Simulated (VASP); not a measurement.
Input of a VASP 6.6.1 run:

POSCAR

```
Ir
1.0
    0.0000000000      1.9222427977      1.9222427977
    1.9222427977      0.0000000000      1.9222427977
    1.9222427977      1.9222427977      0.0000000000
Ir
1
Direct
    0.0000000000      0.0000000000      0.0000000000
```

The input INCAR.step1:

```
PREC = Accurate
ENCUT = 600
ISMEAR = 0
SIGMA = 0.1
LREAL = False
LASPH = True
NELM = 60
GGA = PE
ALGO = Normal
EDIFF = 1E-4
LWAVE = True
LCHARG = False
```

The input INCAR.step2:

```
PREC = Accurate
ENCUT = 600
EDIFF = 1E-6
ISMEAR = 0
SIGMA = 0.1
LREAL = False
LASPH = True
NELM = 60
ALGO = Normal
ISIF = 3
LWAVE = False
LCHARG = False
METAGGA = R2SCAN
LMIXTAU = True
IBRION = 2
NSW = 80
EDIFFG = -0.01
ISTART = 1
```

Contents of KPOINTS:

```
regular mesh
0
Gamma
  18 18 18
```

Potentials or basis: VASP PAW PBE potentials, release 64 (Ir).

Launch:

```bash
$ cat potpaw_PBE.64/Ir/POTCAR > POTCAR
$ cp INCAR.step1 INCAR
$ mpirun -np 1 vasp_std > vasp.out
$ cp INCAR.step2 INCAR
$ mpirun -np 1 vasp_std > vasp.out
```

(1) Predict the relaxed cell.

(2) What does it give for the relaxed volume?

## Answers

(1) a = 2.724 Å, b = 2.724 Å, c = 2.724 Å, α = 60.00°, β = 60.00°, γ = 60.00°.

(2) 14.30 Å³/atom.

Caveat: the PAW data sets were made with another functional, which shifts forces and pressure a little.
